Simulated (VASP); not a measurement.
# AgI (P6_3mc) in VASP: single point with LDA

Aim: the single point of AgI with LDA.

Program: VASP 6.6.1. These are calculated values, not measurements. Logs are shortened: lines on timing, memory, paths and dates and some standing lists are left out, and cuts for length are marked.

## Step 1: The cell of the first run

Symmetry: P6_3mc, No. 186, hexagonal system. Conventional cell: a = 4.580 Å, b = 4.580 Å, c = 7.510 Å, α = 90.00°, β = 90.00°, γ = 120.00°. Within 3.7 Å of Ag (site symmetry 3m) lie 4 I at 2.81 to 2.82 Å. Within 3.7 Å of I (site symmetry 3m) lie 4 Ag at 2.81 to 2.82 Å.

## Step 2: Single point, LDA

File INCAR:

```
PREC = Accurate ; ENCUT = 500
EDIFF = 1E-6 ; ISMEAR = -1
SIGMA = 0.02 ; LREAL = False
LASPH = True ; NELM = 120
ALGO = Normal ; ISIF = 2
LWAVE = False ; LCHARG = True
GGA = CA ; LELF = True
LVHAR = True ; NBANDS = 26
GGA_COMPAT = False
```

File KPOINTS:

```
Automatic mesh
0
Gamma
  8 8 4
```

File POSCAR:

```
AgI
1.0
    4.5800015808      0.0000000000      0.0000000000
   -2.2900007904      3.9663977183      0.0000000000
    0.0000000000      0.0000000000      7.5100000000
Ag I
2 2
Direct
    0.3333333333      0.6666666667      0.0000000000
    0.6666666667      0.3333333333      0.5000000000
    0.3333333333      0.6666666667      0.3750000000
    0.6666666667      0.3333333333      0.8750000000
```

Potentials or basis: VASP PAW LDA potentials, release 64 (Ag, I).

Launch:

```
$ cat potpaw_LDA.64/Ag/POTCAR potpaw_LDA.64/I/POTCAR > POTCAR
$ mpirun -np 1 vasp_std > vasp.out
```

OUTCAR:

```text
PREC = Accurate
   ENCUT = 500
   EDIFF = 1E-6
   ISMEAR = -1
   LREAL = False
   LASPH = True
   NELM = 120
   ISIF = 2
   GGA = CA

 ion  position               nearest neighbor table
   1  0.333  0.667  0.000-   4 2.81   4 2.81   4 2.81   3 2.82
   2  0.667  0.333  0.500-   3 2.81   3 2.81   3 2.81   4 2.82
   3  0.333  0.667  0.375-   2 2.81   2 2.81   2 2.81   1 2.82
   4  0.667  0.333  0.875-   1 2.81   1 2.81   1 2.81   2 2.82

  LATTYP: Found a hexagonal cell.
 ALAT       =     4.5800015808
 C/A-ratio  =     1.6397374253

  Lattice vectors:

 A1 = (   4.5800015808,   0.0000000000,   0.0000000000)
 A2 = (  -2.2900007904,   3.9663977183,   0.0000000000)
 A3 = (   0.0000000000,   0.0000000000,   7.5100000000)

Analysis of symmetry for initial positions (statically):
=====================================================================
 Subroutine PRICEL returns:
 Original cell was already a primitive cell.

 Routine SETGRP: Setting up the symmetry group for a
 hexagonal supercell.

 Subroutine GETGRP returns: Found 12 space group operations
 (whereof  6 operations were pure point group operations)
 out of a pool of 24 trial point group operations.

The static configuration has the point symmetry C_3v.
 The point group associated with its full space group is C_6v.

Analysis of symmetry for dynamics (positions and initial velocities):
=====================================================================
 Subroutine PRICEL returns:
 Original cell was already a primitive cell.

 Routine SETGRP: Setting up the symmetry group for a
 hexagonal supercell.

 Subroutine GETGRP returns: Found 12 space group operations
 (whereof  6 operations were pure point group operations)
 out of a pool of 24 trial point group operations.

The dynamic configuration has the point symmetry C_3v.
 The point group associated with its full space group is C_6v.

 Subroutine INISYM returns: Found 12 space group operations
 (whereof  6 operations are pure point group operations),
 and found     1 'primitive' translations

----------------------------------------------------------------------------------------

                                     Primitive cell

  volume of cell :     136.4275

  direct lattice vectors                    reciprocal lattice vectors
     4.580001581  0.000000000  0.000000000     0.218340536  0.126058967  0.000000000
    -2.290000790  3.966397718  0.000000000     0.000000000  0.252117934  0.000000000
     0.000000000  0.000000000  7.510000000     0.000000000  0.000000000  0.133155792

  length of vectors
     4.580001581  4.580001581  7.510000000     0.252117934  0.252117934  0.133155792

  position of ions in fractional coordinates (direct lattice)
     0.333333333  0.666666667  0.000000000
     0.666666667  0.333333333  0.500000000
     0.333333333  0.666666667  0.375000000
     0.666666667  0.333333333  0.875000000

  ion indices of the primitive-cell ions
   primitive index   ion index
                 1           1
                 2           2
                 3           3
                 4           4

----------------------------------------------------------------------------------------

 KPOINTS: Automatic mesh

Automatic generation of k-mesh.
 Grid dimensions read from file:
 generate k-points for:    8    8    4

 Generating k-lattice:

  Cartesian coordinates                     Fractional coordinates (reciprocal lattice)
     0.027292567  0.015757371  0.000000000     0.125000000  0.000000000  0.000000000
     0.000000000  0.031514742  0.000000000     0.000000000  0.125000000  0.000000000
     0.000000000  0.000000000  0.033288948     0.000000000  0.000000000  0.250000000

  Length of vectors
     0.031514742  0.031514742  0.033288948

  Shift w.r.t. Gamma in fractional coordinates (k-lattice)
     0.000000000  0.000000000  0.000000000

 Subroutine IBZKPT returns following result:
 ===========================================

 Found     30 irreducible k-points:

 Following reciprocal coordinates:
            Coordinates               Weight
  0.000000  0.000000  0.000000      1.000000
  0.125000 -0.000000  0.000000      6.000000
  0.250000 -0.000000  0.000000      6.000000
  0.375000  0.000000  0.000000      6.000000
  0.500000 -0.000000  0.000000      3.000000
  0.125000  0.125000  0.000000      6.000000
[... 16 lines left out ...]
  0.250000 -0.000000  0.500000      6.000000
  0.375000  0.000000  0.500000      6.000000
 [... further k-points ...]
   k-points           NKPTS =     30   k-points in BZ     NKDIM =     30   number of bands    NBANDS=     26
   number of dos      NEDOS =    301   number of ions     NIONS =      4
   total plane-waves  NPLWV =  72576
   dimension x,y,z NGX =    36 NGY =   36 NGZ =   56
   dimension x,y,z NGXF=    72 NGYF=   72 NGZF=  112
   ions per type =               2   2
   NGX,Y,Z   is equivalent  to a cutoff of  13.07, 13.07, 12.40 a.u.
   NGXF,Y,Z  is equivalent  to a cutoff of  26.13, 26.13, 24.79 a.u.
 SYSTEM =  unknown system
   PREC   = accura    normal or accurate (medium, high low for compatibility)
   ISTART =      0    job   : 0-new  1-cont  2-samecut
   ICHARG =      2    charge: 1-file 2-atom 10-const
   ISPIN  =      1    spin polarized calculation?
   LNONCOLLINEAR =      F non collinear calculations
   LSORBIT =      F    spin-orbit coupling
   LASPH  =      T    aspherical Exc in radial PAW
   ENCUT  =  500.0 eV  36.75 Ry    6.06 a.u.   8.35  8.35 13.69*2*pi/ulx,y,z
   NELM   =    120;   NELMIN=  2; NELMDL= -5     # of ELM steps
   EDIFF  = 0.1E-05   stopping-criterion for ELM
   LREAL  =      F    real-space projection
   EDIFFG = 0.1E-04   stopping-criterion for IOM
   NSW    =      0    number of steps for IOM
   IBRION =     -1    ionic relax: 0-MD 1-quasi-New 2-CG
   NFREE  =      0    steps in history (QN), initial steepest desc. (CG)
   ISIF   =      2    stress and relaxation
   ISYM   =      2    0-nonsym 1-usesym 2-fastsym
   POTIM  = 0.5000    time-step for ionic-motion
   TEBEG  =    0.0;   TEEND  =   0.0 temperature during run
   PSTRESS=    0.0 pullay stress
   NELECT =      36.0000    total number of electrons
   NUPDOWN=      -1.0000    fix difference up-down
   EMIN   =  10.00;   EMAX   =-10.00  energy-range for DOS
   EFERMI =   0.00;   METHOD = LEGACY
   ISMEAR =    -1;   SIGMA  =   0.02  broadening in eV -4-tet -1-fermi 0-gaus
   EFERMI_NEDOS =   21; number of points for ismear=-14 and -15
   IALGO  =     38    algorithm
   IMIX   =      4    mixing-type and parameters
     AMIX     =   0.40;   BMIX     =  1.00
     AMIX_MAG =   1.60;   BMIX_MAG =  1.00
  volume/ion in A,a.u.               =      34.11       230.16
  Fermi-wavevector in a.u.,A,eV,Ry     =   1.050046  1.984300 15.001742  1.102597
  Thomas-Fermi vector in A             =   2.185033
   LORBIT       =      0    0 simple, 1 ext, 2 COOP (PROOUT), +10 PAW based schemes
   GGA     = CA    functional components
   LHFCALC =     F    Hartree Fock is set to
   AEXX    =    0.0000 exact exchange contribution
   IVDW    =     0    specifies the selected vdW correction
   LEPSILON=     F    determine dielectric tensor
   LRPA    =     F    only Hartree local field effects (RPA)
 non-spin polarized calculation
  energy-cutoff  :      500.00
  volume of cell :      136.43
 maximum number of plane-waves:      3490
 NGX is ok and might be reduce to    36
   NGX = 17   NGY = 17   NGZ = 27

 number of electron      36.0000003 magnetization

 Free energy of the ion-electron system (eV)
  ---------------------------------------------------
  ext. energy  EPLUGINS =         0.00000000
  ---------------------------------------------------
  free energy    TOTEN  =       -12.18402733 eV

  energy without entropy =      -12.18402733  energy(sigma->0) =      -12.18402733

 E-fermi :   3.3470     XC(G=0):  -8.8671

 val. band max:        2.9580047381   @ k =   0.0000   0.0000   0.0000
 cond. band min:       4.0723283856   @ k =   0.0000   0.0000   0.0000
 fundamental gap:      1.1143236476
 Fermi energy:         3.3470395405

 k-point     1 :       0.0000    0.0000    0.0000
  band No.  band energies     occupation
      1      -9.9285      2.00000
      2      -9.6313      2.00000
      3      -1.3108      2.00000
      4      -1.3108      2.00000
      5      -1.3084      2.00000
      6      -1.2723      2.00000
[... 18 lines left out ...]
     25       9.5045      0.00000
     26      10.0504      0.00000

 k-point     2 :       0.1250   -0.0000    0.0000
  band No.  band energies     occupation
      1      -9.8912      2.00000
      2      -9.6124      2.00000
      3      -1.3485      2.00000
      4      -1.2844      2.00000
      5      -1.2820      2.00000
      6      -1.2069      2.00000
[... 18 lines left out ...]
     25       9.8045      0.00000
     26       9.8160      0.00000

 k-point     3 :       0.2500   -0.0000    0.0000
  band No.  band energies     occupation
      1      -9.7954      2.00000
      2      -9.5698      2.00000
      3      -1.4231      2.00000
      4      -1.2639      2.00000
      5      -1.2233      2.00000
      6      -1.1419      2.00000
[... 18 lines left out ...]
     25       9.8737      0.00000
     26      10.3232      0.00000

 k-point     4 :       0.3750    0.0000    0.0000
  band No.  band energies     occupation
      1      -9.6857      2.00000
      2      -9.5366      2.00000
      3      -1.4556      2.00000
      4      -1.3034      2.00000
      5      -1.1682      2.00000
      6      -1.0262      2.00000
[... 18 lines left out ...]
     25      10.2129      0.00000
     26      11.0393      0.00000
[... 496 lines left out ...]
      1      -9.7547      2.00000
      2      -9.7547      2.00000
      3      -1.4265      2.00000
      4      -1.4265      2.00000
      5      -1.2206      2.00000
      6      -1.2206      2.00000
[... 18 lines left out ...]
     25       9.1561      0.00000
     26       9.1561      0.00000

 k-point    23 :       0.2500   -0.0000    0.5000
  band No.  band energies     occupation
      1      -9.6836      2.00000
      2      -9.6836      2.00000
      3      -1.4823      2.00000
      4      -1.4823      2.00000
      5      -1.1381      2.00000
      6      -1.1381      2.00000
[... 18 lines left out ...]
     25       9.7410      0.00000
     26       9.7410      0.00000

 k-point    24 :       0.3750    0.0000    0.5000
  band No.  band energies     occupation
      1      -9.6102      2.00000
      2      -9.6102      2.00000
      3      -1.5285      2.00000
      4      -1.5285      2.00000
      5      -1.0527      2.00000
      6      -1.0527      2.00000
[... 18 lines left out ...]
     25      10.1870      0.00000
     26      10.1870      0.00000

 [... further k-points ...]

------------------------ aborting loop because EDIFF is reached ----------------------------------------

  FORCE on cell =-STRESS in cart. coord.  units (eV):
  Direction    XX          YY          ZZ          XY          YZ          ZX
  --------------------------------------------------------------------------------------
  -------------------------------------------------------------------------------------
  Total       -1.8558944     -1.8558944     -1.9985928      0.0000000      0.0000000      0.0000000
  in kB      -21.7952578    -21.7952578    -23.4710796      0.0000000      0.0000000      0.0000000
  external PRESSURE =     -22.3538651 kB  Pullay stress =       0.0000000 kB

 VOLUME and BASIS-vectors are now :
 -----------------------------------------------------------------------------
  energy-cutoff  :      500.00
  volume of cell :      136.43
      direct lattice vectors                 reciprocal lattice vectors
     4.580001581  0.000000000  0.000000000     0.218340536  0.126058967  0.000000000
    -2.290000790  3.966397718  0.000000000     0.000000000  0.252117934  0.000000000
     0.000000000  0.000000000  7.510000000     0.000000000  0.000000000  0.133155792

 POSITION                                       TOTAL-FORCE (eV/Angst)
 -----------------------------------------------------------------------------------
     -0.00000      2.64427      0.00000        -0.000000      0.000000      0.008811
      2.29000      1.32213      3.75500         0.000000     -0.000000      0.008811
     -0.00000      2.64427      2.81625         0.000000      0.000000     -0.008811
      2.29000      1.32213      6.57125        -0.000000     -0.000000     -0.008811
 -----------------------------------------------------------------------------------
    total drift:                               -0.000000      0.000000      0.000641

  FREE ENERGIE OF THE ION-ELECTRON SYSTEM (eV)
  ---------------------------------------------------
  free  energy   TOTEN  =       -12.1840273252 eV

  energy  without entropy=      -12.1840273252  energy(sigma->0) =      -12.18402733
```

It took 98 s on 1 thread of Intel Xeon 8259CL, shared host; peak memory 0.26 GiB.

Results:

| Item | Value |
| --- | --- |
| Free energy | -12.1840 eV |
| Pressure | -2.2 GPa |
| Largest force | 0.009 eV/Å |
| Band gap on the k mesh | 1.11 eV |

Forces on the atoms (eV/Å):
```
Ag   0.000  0.000  0.009
Ag   0.000  0.000  0.009
I    0.000  0.000 -0.009
I    0.000  0.000 -0.009
```

Caveat: spin-orbit coupling is left out, which moves the levels of the heavy elements. LDA gaps usually lie below the measured ones, often by a third to a half.
